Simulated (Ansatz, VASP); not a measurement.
# WS2: VASP beside Ansatz

```
W S
1.0
     1.56321    0.90252    6.16333
    -1.56321    0.90252    6.16333
     0.00000   -1.80504    6.16333
W S
1 2
Cartesian
  0.0000 0.0000 0.0000
  0.0000 0.0000 13.8730
  0.0000 0.0000 10.7427
```

Change from the starting cell: equal xx and yy strain of -1 %.

Alike in both runs: task single point; functional LDA; k mesh 13 × 13 × 13; occupations fermi-dirac, width 0.08 eV; no spin polarisation.

|  | VASP | Ansatz |
| --- | --- | --- |
| version | VASP 6.6.1 | Ansatz 0.2.0 |
| potentials or method | VASP PAW LDA potentials, release 64 (W_sv, S), cutoff 520 eV | all-electron LAPW, scalar-relativistic |

Ansatz gave:

| Property | Result |
| --- | --- |
| pressure (GPa) | -0.3 |
| traceless stress, the component that is largest in VASP (GPa) | -0.74 |
| rms of the force components (eV/Å) | 0.251 |

Task: Estimate VASP's values.

Result: Pressure (GPa): 0.1; traceless stress, the component that is largest in VASP (GPa): -0.71; rms of the force components (eV/Å): 0.251.

LDA's correlation is that of Perdew and Zunger in VASP and of Perdew and Wang (1992) in Ansatz. Atom by atom the forces differ by 0.022 eV/Å (rms over components). Ansatz ran all-electron here, and VASP with PAW potentials.

Spin-orbit coupling is off throughout.
